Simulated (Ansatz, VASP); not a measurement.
**Two plane-wave programs on Al**

```
Al
1.0
     5.70709    0.00000    0.00000
    -1.42677    9.70148    0.00000
     0.00000    0.00000   22.79037
Al
18
Direct
  0.26622 0.06489 0.17551
  0.76622 0.06489 0.17551
  0.33548 0.34192 0.21920
  0.83548 0.34192 0.21920
  0.14933 0.59733 0.22794
  0.64933 0.59733 0.22794
  0.46318 0.85274 0.23668
  0.96318 0.85274 0.23668
  0.03198 0.12771 0.28083
  0.53198 0.12771 0.28083
  0.09979 0.40422 0.33011
  0.59979 0.40422 0.33011
  0.41440 0.65967 0.33698
  0.91440 0.65967 0.33698
  0.22631 0.91108 0.34493
  0.72631 0.91108 0.34493
  0.29624 0.18141 0.38571
  0.79624 0.18141 0.38571
```

Alike in both runs: task single point; functional PBE; k mesh 5 × 3 × 1; occupations gaussian, width 0.1 eV; no spin polarisation.

```csv
,VASP,Ansatz
version,VASP 6.6.1,Ansatz 0.2.0
potentials or method,"VASP PAW PBE potentials, release 64 (Al), cutoff 520 eV","scalar-relativistic, plane waves, PAW"
valence electrons in the cell,54,54
```

|  | VASP | Ansatz | Ansatz less VASP |
| --- | --- | --- | --- |
| gap on the k mesh at the Fermi level (eV) | none | none | - |
| rms of the force components (eV/Å) | 0.048 | 0.048 | 0.0000 |

Atom by atom the forces differ by 0.001 eV/Å (rms over components). A gap of «none» marks a metal or a gap that the smearing closes.
